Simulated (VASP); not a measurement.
# Cd (Fm-3m) in VASP: notebook

The runs below take Cd through single point, with PBEsol+D4.

Everything below comes from runs of VASP 6.6.1. Logs are shortened: lines on timing, memory, paths and dates and some standing lists are left out, and cuts for length are marked.

## 1. The cell of the first run

The structure is cubic, space group Fm-3m (No. 225). The conventional cell has a = 4.346 Å, b = 4.346 Å, c = 4.346 Å, α = 90.00°, β = 90.00°, γ = 90.00°. Cd (site symmetry m-3m) has 12 Cd at 3.07 Å within 4.0 Å.

## 2. Single point, PBEsol+D4, non-collinear spin, typed start, spin-orbit coupling (volume scaled by 0.94)

Input file INCAR:

```
SYSTEM = Cd
PREC = Accurate
ENCUT = 520
EDIFF = 1E-6
ISMEAR = 1
SIGMA = 0.05
LREAL = .False.
LASPH = .True.
NELM = 150
ALGO = Normal
ISIF = 2
LWAVE = .False.
LCHARG = .False.
MAGMOM = 0 0 0.5
LORBIT = 11
LSORBIT = .True.
GGA_COMPAT = .False.
LORBMOM = .True.
GGA = PS
IVDW = 13
NBANDS = 23
```

Input file KPOINTS:

```
Automatic mesh
0
Gamma
  8 8 8
  0 0 0
```

Input file POSCAR:

```
Cd
1.0
    0.0000000000      2.1728686822      2.1728686822
    2.1728686822      0.0000000000      2.1728686822
    2.1728686822      2.1728686822      0.0000000000
Cd
1
Direct
    0.0000000000      0.0000000000      0.0000000000
```

Potentials or basis: VASP PAW PBE potentials, release 64 (Cd).

The run is started by

```sh
> cat potpaw_PBE.64/Cd/POTCAR > POTCAR
> mpirun -np 1 vasp_ncl > vasp.out
```

OUTCAR:

```text
SYSTEM = Cd
   PREC = Accurate
   ENCUT = 520
   EDIFF = 1E-6
   ISMEAR = 1
   LREAL = .False.
   LASPH = .True.
   NELM = 150
   ISIF = 2
   LORBIT = 11
   LSORBIT = .True.
   GGA = PS
   IVDW = 13

 ion  position               nearest neighbor table
   1  0.000  0.000  0.000-

  LATTYP: Found a face centered cubic cell.
 ALAT       =     4.3457373644

  Lattice vectors:

 A1 = (   0.0000000000,   2.1728686822,   2.1728686822)
 A2 = (   2.1728686822,   0.0000000000,   2.1728686822)
 A3 = (   2.1728686822,   2.1728686822,   0.0000000000)

Analysis of symmetry for initial positions (statically):
=====================================================================
 Subroutine PRICEL returns:
 Original cell was already a primitive cell.

 Routine SETGRP: Setting up the symmetry group for a
 face centered cubic supercell.

 Subroutine GETGRP returns: Found 48 space group operations
 (whereof 48 operations were pure point group operations)
 out of a pool of 48 trial point group operations.

The static configuration has the point symmetry O_h .

Analysis of symmetry for dynamics (positions and initial velocities):
=====================================================================
 Subroutine PRICEL returns:
 Original cell was already a primitive cell.

 Routine SETGRP: Setting up the symmetry group for a
 face centered cubic supercell.

 Subroutine GETGRP returns: Found 48 space group operations
 (whereof 48 operations were pure point group operations)
 out of a pool of 48 trial point group operations.

The dynamic configuration has the point symmetry O_h .

Analysis of structural, dynamic, and magnetic symmetry:
=====================================================================
 Subroutine PRICEL returns:
 Original cell was already a primitive cell.

 Routine SETGRP: Setting up the symmetry group for a
 face centered cubic supercell.

 Subroutine GETGRP returns: Found  8 space group operations
 (whereof  8 operations were pure point group operations)
 out of a pool of 48 trial point group operations.

The overall configuration has the point symmetry C_4h.

 Subroutine INISYM returns: Found  8 space group operations
 (whereof  8 operations are pure point group operations),
 and found     1 'primitive' translations

----------------------------------------------------------------------------------------

                                     Primitive cell

  volume of cell :      20.5178

  direct lattice vectors                    reciprocal lattice vectors
     0.000000000  2.172868682  2.172868682    -0.230110547  0.230110547  0.230110547
     2.172868682  0.000000000  2.172868682     0.230110547 -0.230110547  0.230110547
     2.172868682  2.172868682  0.000000000     0.230110547  0.230110547 -0.230110547

  length of vectors
     3.072900360  3.072900360  3.072900360     0.398563158  0.398563158  0.398563158

  position of ions in fractional coordinates (direct lattice)
     0.000000000  0.000000000  0.000000000

  ion indices of the primitive-cell ions
   primitive index   ion index
                 1           1

----------------------------------------------------------------------------------------

 KPOINTS: Automatic mesh

Automatic generation of k-mesh.
 Grid dimensions read from file:
 generate k-points for:    8    8    8

 Generating k-lattice:

  Cartesian coordinates                     Fractional coordinates (reciprocal lattice)
    -0.028763818  0.028763818  0.028763818     0.125000000  0.000000000  0.000000000
     0.028763818 -0.028763818  0.028763818     0.000000000  0.125000000  0.000000000
     0.028763818  0.028763818 -0.028763818     0.000000000  0.000000000  0.125000000

  Length of vectors
     0.049820395  0.049820395  0.049820395

  Shift w.r.t. Gamma in fractional coordinates (k-lattice)
     0.000000000  0.000000000  0.000000000

 Subroutine IBZKPT returns following result:
 ===========================================

[... 48 lines left out ...]
   LREAL  =      F    real-space projection
   EDIFFG = 0.1E-04   stopping-criterion for IOM
   NSW    =      0    number of steps for IOM
   IBRION =     -1    ionic relax: 0-MD 1-quasi-New 2-CG
   NFREE  =      0    steps in history (QN), initial steepest desc. (CG)
   ISIF   =      2    stress and relaxation
   ISYM   =      2    0-nonsym 1-usesym 2-fastsym
   POTIM  = 0.5000    time-step for ionic-motion
   TEBEG  =    0.0;   TEEND  =   0.0 temperature during run
   PSTRESS=    0.0 pullay stress
   NELECT =      12.0000    total number of electrons
   NUPDOWN=      -1.0000    fix difference up-down
   EMIN   =  10.00;   EMAX   =-10.00  energy-range for DOS
   EFERMI =   0.00;   METHOD = LEGACY
   ISMEAR =     1;   SIGMA  =   0.05  broadening in eV -4-tet -1-fermi 0-gaus
   EFERMI_NEDOS =   21; number of points for ismear=-14 and -15
   IALGO  =     38    algorithm
   IMIX   =      4    mixing-type and parameters
     AMIX     =   0.40;   BMIX     =  1.00
     AMIX_MAG =   1.60;   BMIX_MAG =  1.00
  volume/ion in A,a.u.               =      20.52       138.46
  Fermi-wavevector in a.u.,A,eV,Ry     =   1.369068  2.587164 25.502051  1.874348
  Thomas-Fermi vector in A             =   2.494976
   LORBIT       =     11    0 simple, 1 ext, 2 COOP (PROOUT), +10 PAW based schemes
   GGA     = PS    functional components
   LHFCALC =     F    Hartree Fock is set to
   AEXX    =    0.0000 exact exchange contribution
   IVDW    =    13    specifies the selected vdW correction
   LEPSILON=     F    determine dielectric tensor
   LRPA    =     F    only Hartree local field effects (RPA)
 Methfessel and Paxton  Order N= 1 SIGMA  =   0.05
  energy-cutoff  :      520.00
  volume of cell :       20.52
 maximum number of plane-waves:      1136
   NGX = 11   NGY = 11   NGZ = 11

 number of electron      12.0000000 magnetization       0.0000000      0.0000000      0.5000000

 number of electron      12.0000001 magnetization      -0.0000000     -0.0000000     -0.1766203

 number of electron      12.0000001 magnetization       0.0000000     -0.0000000     -0.0038978

 number of electron      12.0000001 magnetization       0.0000000     -0.0000000      0.0007870

 Free energy of the ion-electron system (eV)
  ---------------------------------------------------
  ext. energy  EPLUGINS =         0.00000000
  ---------------------------------------------------
  free energy    TOTEN  =        -1.20804846 eV

  energy without entropy =       -1.20791516  energy(sigma->0) =       -1.20800402

 E-fermi :   2.8658     XC(G=0): -11.4968

 val. band max:        2.6681387414   @ k =   0.1250  -0.3750   0.3750
 cond. band min:       2.8949721889   @ k =   0.5000   0.1250   0.0000
 fundamental gap:      0.2268334475
 Fermi energy:         2.8657701509

 k-point     1 :       0.0000    0.0000    0.0000
  band No.  band energies     occupation
      1      -6.4130      1.00000
      2      -6.4130      1.00000
      3      -6.4129      1.00000
      4      -6.4128      1.00000
      5      -6.1825      1.00000
      6      -6.1817      1.00000
[... 613 lines left out ...]
     22      20.1952      0.00000
     23      21.4504      0.00000

 [... further k-points ...]

------------------------ aborting loop because EDIFF is reached ----------------------------------------

  DFT-D4 for vdW energy calculation

  Edisp (eV):   -0.24832

  FORCE on cell =-STRESS in cart. coord.  units (eV):
  Direction    XX          YY          ZZ          XY          YZ          ZX
  --------------------------------------------------------------------------------------
  -------------------------------------------------------------------------------------
  Total      -0.01918    -0.01918    -0.01918     0.00000     0.00000     0.00000
  in kB      -1.49738    -1.49738    -1.49792     0.00000     0.00000     0.00000
  external pressure =       -1.50 kB  Pullay stress =        0.00 kB

 VOLUME and BASIS-vectors are now :
 -----------------------------------------------------------------------------
  energy-cutoff  :      520.00
  volume of cell :       20.52
      direct lattice vectors                 reciprocal lattice vectors
     0.000000000  2.172868682  2.172868682    -0.230110547  0.230110547  0.230110547
     2.172868682  0.000000000  2.172868682     0.230110547 -0.230110547  0.230110547
     2.172868682  2.172868682  0.000000000     0.230110547  0.230110547 -0.230110547

 POSITION                                       TOTAL-FORCE (eV/Angst)
 -----------------------------------------------------------------------------------
      0.00000      0.00000      0.00000         0.000000      0.000000      0.000000
 -----------------------------------------------------------------------------------
    total drift:                               -0.000000      0.000000     -0.000000

  FREE ENERGIE OF THE ION-ELECTRON SYSTEM (eV)
  ---------------------------------------------------
  free  energy   TOTEN  =        -1.4563729792 eV

  energy  without entropy=       -1.4562396826  energy(sigma->0) =       -1.45632855

 orbital moment (x)

 # of ion     p       d       tot
 ----------------------------------------
  1         0.000  -0.000  -0.000
 ----------------------------------------
            0.000  -0.000  -0.000

 orbital moment (y)

 # of ion     p       d       tot
 ----------------------------------------
  1         0.000  -0.000  -0.000
 ----------------------------------------
            0.000  -0.000  -0.000

 orbital moment (z)

 # of ion     p       d       tot
 ----------------------------------------
  1        -0.000   0.000   0.000
 ----------------------------------------
           -0.000   0.000   0.000

 Spin-Orbit-Coupling matrix elements

 Ion:    1  E_soc:     -0.0599337
 l=   1
     0.0000000    -0.0027555    -0.0027554
    -0.0027555     0.0000000    -0.0027555
    -0.0027554    -0.0027555     0.0000000
 l=   2
     0.0000000    -0.0014364     0.0000000    -0.0014364    -0.0057971
    -0.0014364     0.0000000    -0.0043478    -0.0014364    -0.0014493
     0.0000000    -0.0043478     0.0000000    -0.0043478     0.0000000
    -0.0014364    -0.0014364    -0.0043478     0.0000000    -0.0014493
    -0.0057971    -0.0014493     0.0000000    -0.0014493     0.0000000
 l=   3
     0.0000000     0.0000000     0.0000000     0.0000000     0.0000000     0.0000000     0.0000000
     0.0000000     0.0000000     0.0000000     0.0000000     0.0000000     0.0000000     0.0000000
     0.0000000     0.0000000     0.0000000     0.0000000     0.0000000     0.0000000     0.0000000
     0.0000000     0.0000000     0.0000000     0.0000000     0.0000000     0.0000000     0.0000000
     0.0000000     0.0000000     0.0000000     0.0000000     0.0000000     0.0000000     0.0000000
     0.0000000     0.0000000     0.0000000     0.0000000     0.0000000     0.0000000     0.0000000
     0.0000000     0.0000000     0.0000000     0.0000000     0.0000000     0.0000000     0.0000000

 total charge

# of ion       s       p       d       tot
------------------------------------------
    1        0.536   0.316   9.483  10.335

 magnetization (x)

# of ion       s       p       d       tot
------------------------------------------
    1        0.000   0.000   0.000   0.000

 magnetization (y)

# of ion       s       p       d       tot
------------------------------------------
    1        0.000   0.000   0.000   0.000

 magnetization (z)

# of ion       s       p       d       tot
------------------------------------------
    1        0.000   0.000   0.000   0.000
```

It took 28 s on 1 thread of Intel Xeon 6975P-C (Granite Rapids), shared host; peak memory 0.22 GiB.

What came out:

| Item | Value |
| --- | --- |
| Free energy | -1.4564 eV |
| Pressure | -0.1 GPa |
| Net moment | 0.00 μB per cell |
| Valence electrons inside the program's atomic spheres | Cd 10.34 |
| Dispersion energy per atom | -0.248 eV |

Moments on the atoms (μB; x, y, z):
```
Cd  0.00 0.00 0.00
```

Caveat: the PAW data sets were made with another functional, which shifts forces and pressure a little.

## 3. Single point, PBEsol+D4, non-collinear spin, typed start, spin-orbit coupling (volume scaled by 0.96)

Input file INCAR:

```
PREC = Accurate
ENCUT = 520
EDIFF = 1E-7
ISMEAR = 1
SIGMA = 0.05
LREAL = False
LASPH = True
NELM = 150
ALGO = Normal
ISIF = 2
LWAVE = False
LCHARG = False
MAGMOM = 0 0 0.5
LORBIT = 11
LSORBIT = True
GGA_COMPAT = False
LORBMOM = True
GGA = PS
IVDW = 13
NBANDS = 23
```

Input file KPOINTS:

```
Automatic mesh
0
Gamma
  8 8 8
```

Input file POSCAR:

```
Cd
1.0
    0.0000000000      2.1881710784      2.1881710784
    2.1881710784      0.0000000000      2.1881710784
    2.1881710784      2.1881710784      0.0000000000
Cd
1
Direct
    0.0000000000      0.0000000000      0.0000000000
```

Potentials or basis: VASP PAW PBE potentials, release 64 (Cd).

The run is started by

```sh
> cat potpaw_PBE.64/Cd/POTCAR > POTCAR
> mpirun -np 1 vasp_ncl > vasp.out
```

Wall time 30 s (1 thread of Intel Xeon 6975P-C (Granite Rapids), shared host); peak memory 0.22 GiB.

The run converged. Its results:

```yaml
Free_energy: -1.4542 eV
Pressure: -1.4 GPa
Net_moment: 0.00 μB per cell
Valence_electrons_inside_the_program's_atomic_spheres: Cd 10.32
Dispersion_energy_per_atom: -0.243 eV
```

Moments on the atoms (μB; x, y, z):
```
Cd  0.00 0.00 0.00
```

Caveat: the PAW data sets were made with another functional, which shifts forces and pressure a little.
